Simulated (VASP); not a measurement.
Wanted: the native input for a VASP 6.6.1 run.

```
Task                   : relaxation of cell and atoms
Functional             : TPSS
Potentials or basis    : VASP PAW PBE potentials, release 64 (Ru_pv)
Cutoff                 : 620 eV
k mesh                 : 15 × 15 × 8
Occupations            : methfessel-paxton of order 2, width 0.05 eV
Spin                   : no spin polarisation
Tolerance level        : standard
Purpose                : cell
Passes                 : 3
Further INCAR settings : ALGO = Normal; EDIFF = 1e-07
```

Ru:

```
CELL_PARAMETERS angstrom
2.75887 0.00000 0.00000
-1.37943 2.38925 0.00000
0.00000 0.00000 4.36588
ATOMIC_POSITIONS crystal
Ru 0.66667 0.33333 0.75000
Ru 0.33333 0.66667 0.25000
```

The input as run:

POSCAR

```
Ru
1.0
    2.7588683749      0.0000000000      0.0000000000
   -1.3794341875      2.3892500984      0.0000000000
    0.0000000000      0.0000000000      4.3658801443
Ru
2
Direct
    0.6666666667      0.3333333333      0.7500000000
    0.3333333333      0.6666666667      0.2500000000
```

INCAR.step1

```
SYSTEM = Ru
ALGO = Normal
EDIFF = 1E-7
EDIFFG = -0.002
ENCUT = 620
GGA_COMPAT = .False.
IBRION = 2
ISIF = 3
ISMEAR = 2
KPAR = 8
LASPH = .True.
LCHARG = .False.
LMIXTAU = .True.
LREAL = .False.
LWAVE = .False.
METAGGA = TPSS
NELM = 120
NELMIN = 4
NSW = 80
POTIM = 0.5
PREC = Accurate
SIGMA = 0.05
```

INCAR.step4

```
SYSTEM = Ru
ALGO = Normal
EDIFF = 1E-7
ENCUT = 620
GGA_COMPAT = .False.
ISIF = 2
ISMEAR = 2
KPAR = 8
LASPH = .True.
LCHARG = .False.
LMIXTAU = .True.
LREAL = .False.
LWAVE = .False.
METAGGA = TPSS
NELM = 120
PREC = Accurate
SIGMA = 0.05
```

KPOINTS

```
Automatic mesh
0
Gamma
  15 15 8
  0 0 0
```

Potentials or basis: VASP PAW PBE potentials, release 64 (Ru_pv).

Run with:

```console
$ cat potpaw_PBE.64/Ru_pv/POTCAR > POTCAR
$ cp INCAR.step1 INCAR
$ cp POSCAR.step1 POSCAR
$ mpirun -np 8 vasp_std > vasp.out
$ cp CONTCAR POSCAR
$ mpirun -np 8 vasp_std > vasp.out
$ cp CONTCAR POSCAR
$ mpirun -np 8 vasp_std > vasp.out
$ cp CONTCAR POSCAR
$ cp INCAR.step4 INCAR
$ mpirun -np 8 vasp_std > vasp.out
```

Results of the run:

```json
{"Relaxed volume": "13.62 Å³/atom", "Relaxed cell": "a = 2.709 Å, b = 2.709 Å, c = 4.284 Å, α = 90.00°, β = 90.00°, γ = 120.00°", "Space group after relaxing (to 0.1 Å)": "P6_3/mmc (No. 194)", "Energy gained by relaxing": "41.1 meV/atom", "Ionic steps": "13", "Pressure after relaxing": "0.0 GPa", "Band gap on the k mesh": "zero (bands 14 and 15 overlap by 3.08 eV)"}
```

Caveat: the PAW data sets were made with another functional, which shifts forces and pressure a little.

Run time: 6.2 min on 8 MPI ranks on Intel(R) Xeon(R) Platinum 8559C (Emerald Rapids) (shared host), peak memory 0.26 GiB a rank.
